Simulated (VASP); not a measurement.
# Mo: single point with r2SCAN

Mo:

```
CELL_PARAMETERS angstrom
-1.57435 1.57435 1.57435
1.57435 -1.57435 1.57435
1.57435 1.57435 -1.57435
ATOMIC_POSITIONS crystal
Mo 0.00000 0.00000 0.00000
```

* Program: VASP 6.6.1
* Task: single point
* Functional: r2SCAN
* Potentials or basis: VASP PAW PBE potentials, release 64 (Mo_sv)
* Cutoff: 550 eV
* k mesh: 9 × 9 × 9
* Occupations: fermi-dirac, width 0.05 eV
* Spin: no spin polarisation
* Dipole correction: no
* Further INCAR settings: ALGO = Normal; EDIFF = 1e-06; NBANDS = 13

- Pressure: 1.1 GPa
- Band gap on the k mesh: zero (bands 7 and 8 overlap by 4.82 eV)

Levels at points of the mesh, in eV from the Fermi level:
```
           k point  band 4  band 5  band 6  band 7  band 8  band 9  band 10  band 11
(0.00, 0.00, 0.00)  -35.70   -7.67   -1.43   -1.43   -1.43    1.90     1.90    15.49
```

It took 56 s on 1 thread of Intel Xeon 8259CL (shared host), peak memory 0.15 GiB.

Caveat: the PAW data sets were made with another functional, which shifts forces and pressure a little.
